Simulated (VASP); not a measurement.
Input of a VASP 6.6.1 run:

The input INCAR:

```
SYSTEM = SiO2
ALGO = Normal ; EDIFF = 1E-6
ENCUT = 520 ; ISIF = 2
ISMEAR = 0 ; LASPH = .TRUE.
LCHARG = .FALSE. ; LREAL = .FALSE.
LWAVE = .FALSE. ; NBANDS = 25
NELM = 100 ; PREC = Accurate
SIGMA = 0.05
```

File KPOINTS:

```
k-points
0
G
  6 6 10
  0 0 0
```

File POSCAR:

```
SiO2
1.0
    4.3461712536      0.0000000000      0.0000000000
    0.0000000000      4.3461712536      0.0000000000
    0.0000000000      0.0000000000      2.5881449815
Si O
2 4
Direct
    0.5000000000      0.5000000000      0.5000000000
    0.0000000000      0.0000000000      0.0000000000
    0.6944252994      0.6944252994      0.0000000000
    0.1944252994      0.8055747006      0.5000000000
    0.3055747006      0.3055747006      0.0000000000
    0.8055747006      0.1944252994      0.5000000000
```

Potentials or basis: VASP PAW LDA potentials, release 64 (Si, O).

The run is started by

```sh
$ cat potpaw_LDA.64/Si/POTCAR potpaw_LDA.64/O/POTCAR > POTCAR
$ mpirun -np 1 vasp_std > vasp.out
```

Question: Estimate the largest force.

Answer: 0.915 eV/Å.

Question: Predict the pressure.

Answer: -13.5 GPa.

Question: Estimate the band gap on the k mesh.

Answer: 4.90 eV, direct.

Forces in eV/Å, atoms in the order of the input:
```
Si   0.000  0.000  0.000
Si   0.000  0.000  0.000
O   -0.647 -0.647  0.000
O   -0.647  0.647  0.000
O    0.647  0.647  0.000
O    0.647 -0.647  0.000
```

 A k mesh can miss the band edges.
